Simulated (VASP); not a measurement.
A run of VASP 6.6.1 is set up as follows.

File POSCAR:

```
NaF
1.0
    0.0000000000      2.5312613630      2.5312613630
    2.5312613630      0.0000000000      2.5312613630
    2.5312613630      2.5312613630      0.0000000000
Na F
1 1
Direct
    0.0000000000      0.0000000000      0.0000000000
    0.2500000000      0.2500000000      0.2500000000
```

Contents of INCAR.step1:

```
SYSTEM = NaF
PREC = Accurate
ENCUT = 520
EDIFF = 1E-5
ISMEAR = 0
SIGMA = 0.01
LREAL = .False.
LASPH = .True.
NELM = 100
ALGO = Normal
ISIF = 2
LWAVE = .True.
NBANDS = 14
GGA = PE
```

The input INCAR.step2:

```
SYSTEM = NaF
PREC = Accurate
ENCUT = 520
EDIFF = 1E-7
ISMEAR = 0
SIGMA = 0.01
LREAL = .False.
LASPH = .True.
NELM = 100
ALGO = Normal
ISIF = 2
LWAVE = .False.
LCHARG = .True.
GGA = PE
LHFCALC = .True.
AEXX = 0.25
PRECFOCK = Normal
LELF = .True.
LVHAR = .True.
NBANDS = 14
ISTART = 1
```

The input KPOINTS:

```
regular mesh
0
Gamma
  6 6 6
  0 0 0
```

Potentials or basis: VASP PAW PBE potentials, release 64 (Na_pv, F).

Command:

```console
$ cat potpaw_PBE.64/Na_pv/POTCAR potpaw_PBE.64/F/POTCAR > POTCAR
$ cp INCAR.step1 INCAR
$ mpirun -np 1 vasp_std > vasp.out
$ cp INCAR.step2 INCAR
$ mpirun -np 1 vasp_std > vasp.out
```

(1) What does it give for the band gap on the k mesh?

(2) What does it give for the pressure?

## Answers

(1) 8.42 eV.

(2) 0.9 GPa.

Caveat: the PAW data sets were made with another functional, which shifts forces and pressure a little.
